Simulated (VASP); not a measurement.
Runs of VASP 6.6.1 on BeTe. The structure is that of space group F-43m (No. 216), or close to it. The cells are those of the table. 

| task | cell | k mesh | cutoff (eV) | smearing | gap on the mesh (eV) | pressure (GPa) | relaxed volume (Å³/atom) |
| --- | --- | --- | --- | --- | --- | --- | --- |
| single point | a = 3.824 Å, angles 60.0°, 2 atoms | 8 × 8 × 8 | 520 | gaussian 0.01 eV | 1.56 | 6.4 | - |
| relaxation of cell and atoms | relaxed from a = 3.917 Å, angles 60.0°, 2 atoms | 8 × 8 × 8 | 600 | gaussian 0.02 eV | 1.78 | 0.0 | 21.51 |
| single point | a = 3.928 Å, angles 60.0°, 2 atoms | 8 × 8 × 8 | 520 | gaussian 0.01 eV | 1.77 | (b) | - |
| relaxation of cell and atoms | relaxed from a = 3.928 Å, angles 60.0°, 2 atoms | 8 × 8 × 8 | 600 | gaussian 0.01 eV | 1.78 | 0.0 | 21.51 |
| relaxation of cell and atoms | relaxed to 1 GPa from a = 3.928 Å, angles 60.0°, 2 atoms | 8 × 8 × 8 | 600 | gaussian 0.01 eV | (a) | 1.0 | - |
| single point | a = 3.521 Å, angles 60.0°, 2 atoms | 8 × 8 × 8 | 520 | gaussian 0.01 eV | (c) | 40.9 | - |
| single point | a = 3.908 Å, angles 60.0°, 2 atoms | 8 × 8 × 8 | 520 | gaussian 0.01 eV | 1.73 | 1.3 | - |

Alike in all rows: level LDA; potentials or basis VASP PAW LDA potentials, release 64 (Be, Te); no spin polarisation.

Task: Fill in the values left out.

Result: (a) 1.74; (b) 0.3; (c) 0.75.

Caveats: spin-orbit coupling is left out, which moves the levels of the heavy elements; the cell is relaxed towards a set pressure, so the enthalpy falls and the energy may rise (some runs).

A k mesh can miss the band edges, and the runs leave out spin-orbit coupling on Te.
